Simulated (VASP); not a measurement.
Write the native input for VASP 6.6.1 that does the following.

```
Task                   : relaxation of cell and atoms
Functional             : PBE
Dispersion             : D3(BJ)
Potentials or basis    : VASP PAW PBE potentials, release 64 (Sn_d, Se)
Cutoff                 : 600 eV
k mesh                 : 12 × 12 × 6
Occupations            : gaussian, width 0.02 eV
Spin                   : no spin polarisation
Dipole correction      : no
Further INCAR settings : ALGO = Normal; EDIFF = 1e-06; IBRION = 2; EDIFFG = -0.005; NSW = 100; ISIF = 3
```

The structure of SnSe2 lies in POSCAR:

```
SnSe2
1.0
    3.8389775899      0.0000000000      0.0000000000
   -1.9194887950      3.3246521174      0.0000000000
    0.0000000000      0.0000000000      6.0278085149
Sn Se
1 2
Direct
    0.0000000000      0.0000000000      0.0000000000
    0.3333333333      0.6666666667      0.2645002954
    0.6666666667      0.3333333333      0.7354997046
```

One way to write it, as run:

INCAR

```
SYSTEM = SnSe2
ALGO = Normal
EDIFF = 1E-6
EDIFFG = -0.005
ENCUT = 600
GGA = PE
IBRION = 2
ISIF = 3
ISMEAR = 0
IVDW = 12
LASPH = .TRUE.
LCHARG = .FALSE.
LREAL = .FALSE.
LWAVE = .FALSE.
NELM = 100
NSW = 100
PREC = Accurate
SIGMA = 0.02
```

KPOINTS

```
k-points
0
G
  12 12 6
  0 0 0
```

Potentials or basis: VASP PAW PBE potentials, release 64 (Sn_d, Se).

Run with:

```sh
$ cat potpaw_PBE.64/Sn_d/POTCAR potpaw_PBE.64/Se/POTCAR > POTCAR
$ mpirun -np 1 vasp_std > vasp.out
```

Results of the run:

```json
{"Relaxed volume": "25.63 Å³/atom", "Relaxed cell": "a = 3.842 Å, b = 3.842 Å, c = 6.017 Å, α = 90.00°, β = 90.00°, γ = 120.00°", "Space group after relaxing (to 0.05 Å)": "P-3m1 (No. 164)", "Energy gained by relaxing": "0.0 meV/atom", "Ionic steps": "8", "Pressure after relaxing": "0.0 GPa", "Largest force after relaxing": "0.005 eV/Å", "Band gap on the k mesh": "0.35 eV, indirect (least direct gap 0.81 eV)", "Dispersion energy per atom": "-0.363 eV"}
```

Caveat: spin-orbit coupling is left out, which moves the levels of the heavy elements.

It took 5.8 min on 1 thread of AMD EPYC 7R43 64-Core Processor (Zen 3) (shared host), peak memory 0.32 GiB.
